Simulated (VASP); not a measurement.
Input of a VASP 6.6.1 run:

File INCAR:

```
PREC     = Accurate       # precision mode
ENCUT    = 520            # plane-wave cutoff, eV
EDIFF    = 1E-7           # SCF threshold, eV
ISMEAR   = 0              # smearing method
SIGMA    = 0.15           # smearing width, eV
LREAL    = F              # projectors in reciprocal space
LASPH    = T              # aspherical terms in the spheres
NELM     = 60             # most SCF steps
ALGO     = Fast           # electronic algorithm
ISIF     = 2              # what is computed and relaxed
LWAVE    = F              # write WAVECAR
LCHARG   = T              # write CHGCAR
GGA      = PS             # functional
LELF     = T              # ELF
LVHAR    = T            
NBANDS   = 14             # bands
```

KPOINTS

```
Automatic mesh
0
Gamma
  18 18 10
```

The input POSCAR:

```
TiAl
1.0
    2.7621000000      0.0000000000      0.0000000000
   -1.3810500000      2.3920487678      0.0000000000
    0.0000000000      0.0000000000      4.7424000000
Ti Al
1 1
Direct
    0.0000000000      0.0000000000      0.0000000000
    0.3333333333      0.6666666667      0.5000000000
```

Potentials or basis: VASP PAW PBE potentials, release 64 (Ti_sv, Al).

Command:

```sh
$ cat potpaw_PBE.64/Ti_sv/POTCAR potpaw_PBE.64/Al/POTCAR > POTCAR
$ mpirun -np 1 vasp_std > vasp.out
```

(1) Predict the pressure.

Results:

(1) 3.7 GPa.

Caveat: the PAW data sets were made with another functional, which shifts forces and pressure a little.
